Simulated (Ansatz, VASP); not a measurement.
## Two plane-wave programs on FeNi3

The input INCAR:

```
SYSTEM = FeNi3
PREC     = Accurate       ! precision mode
ENCUT    = 520            ! plane-wave cutoff, eV
EDIFF    = 1E-6           ! SCF threshold, eV
ISMEAR   = 0              ! smearing method
SIGMA    = 0.05           ! smearing width, eV
LREAL    = .FALSE.        ! projectors in reciprocal space
LASPH    = .TRUE.         ! aspherical terms in the spheres
NELM     = 60             ! most SCF steps
ALGO     = Normal         ! electronic algorithm
ISIF     = 2              ! what is computed and relaxed
LWAVE    = .FALSE.        ! write WAVECAR
LCHARG   = .FALSE.        ! write CHGCAR
GGA      = PE             ! functional
NBANDS   = 27             ! bands
```

The input KPOINTS:

```
regular mesh
0
G
  12 12 12
  0 0 0
```

Contents of POSCAR:

```
FeNi3
1.0
    3.5205874748      0.0000000000      0.0000000000
    0.0000000000      3.5205874748      0.0000000000
    0.0000000000      0.0000000000      3.5205874748
Fe Ni
1 3
Direct
    0.0000000000      0.0000000000      0.0000000000
    0.0000000000      0.5000000000      0.5000000000
    0.5000000000      0.0000000000      0.5000000000
    0.5000000000      0.5000000000      0.0000000000
```

Input for Ansatz:

```yaml
crystal:
  lattice:
    - [3.5205874748, 0.0, 0.0]
    - [0.0, 3.5205874748, 0.0]
    - [0.0, 0.0, 3.5205874748]
  atoms:
    - { symbol: Fe, position: [0.0, 0.0, 0.0] }
    - { symbol: Ni, position: [0.0, 0.5, 0.5] }
    - { symbol: Ni, position: [0.5, 0.0, 0.5] }
    - { symbol: Ni, position: [0.5, 0.5, 0.0] }
basis:
  ecutwfc: 420
  ecutrho_ratio: 4
kpoints:
  mp_grid: { grid: [12, 12, 12] }
hamiltonian:
  xc: pbe
scf:
  occupations: { method: gaussian, width: 0.05 }
output:
  forces: true
  stress: true
  eigenvalues: true
```

Alike in both runs: task single point; functional PBE; k mesh 12 × 12 × 12; occupations gaussian, width 0.05 eV; no spin polarisation.

|  | VASP | Ansatz |
| --- | --- | --- |
| version | VASP 6.6.1 | Ansatz 0.2.0 |
| potentials or method | VASP PAW PBE potentials, release 64 (Fe, Ni), cutoff 520 eV | scalar-relativistic, plane waves, PAW |
| valence electrons in the cell | 38 | 70 |

Ansatz gave:

```
gap on the k mesh at the Fermi level (eV) : none
pressure (GPa)                            : -4.2
```

Which values does VASP return?

gap on the k mesh at the Fermi level (eV): none; pressure (GPa): -4.3.

A gap of «none» marks a metal or a gap that the smearing closes. VASP's potentials hold 38 valence electrons a cell and Ansatz's 70, so a difference there can come from the potentials and not from the codes.
